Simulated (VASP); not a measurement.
Here is a VASP 6.6.1 calculation.

INCAR

```
  PREC = Accurate
  ENCUT = 520
  EDIFF = 1E-7
  ISMEAR = 0
  SIGMA = 0.1
  LREAL = False
  LASPH = True
  NELM = 60
  ALGO = Normal
  ISIF = 2
  LWAVE = False
  LCHARG = True
  LDIPOL = True
  IDIPOL = 3
  DIPOL = 0.5 0.5 0.328
  GGA = PE
  LELF = True
  LVHAR = True
  LVACPOTAV = True
  NBANDS = 33
```

File KPOINTS:

```
regular mesh
0
Gamma
  6 6 1
```

File POSCAR:

```
Al12O
1.0
    5.7143028096      0.0000000000      0.0000000000
   -2.8571514048      4.9487313980      0.0000000000
    0.0000000000      0.0000000000     20.1016424764
Al O
12 1
Direct
    0.3333333333      0.1666666667      0.1989887147
    0.3333333333      0.6666666667      0.1989887147
    0.8333333333      0.1666666667      0.1989887147
    0.8333333333      0.6666666667      0.1989887147
    0.1666666667      0.3333333333      0.3134533099
    0.1666666667      0.8333333333      0.3134533099
    0.6666666667      0.3333333333      0.3134533099
    0.6666666667      0.8333333333      0.3134533099
    0.0000000000      0.0000000000      0.4279074452
    0.0000000000      0.5000000000      0.4279074452
    0.5000000000      0.0000000000      0.4279074452
    0.5000000000      0.5000000000      0.4279074452
    0.0000000000      0.0833333333      0.5075925548
```

Potentials or basis: VASP PAW PBE potentials, release 64 (Al, O).

Launch:

```bash
$ cat potpaw_PBE.64/Al/POTCAR potpaw_PBE.64/O/POTCAR > POTCAR
$ mpirun -np 1 vasp_std > vasp.out
```

(1) What does it give for the largest force?

(2) Predict the band gap on the k mesh.

## Answers

(1) 1.093 eV/Å.

(2) zero (bands 21 and 22 overlap by 0.71 eV).
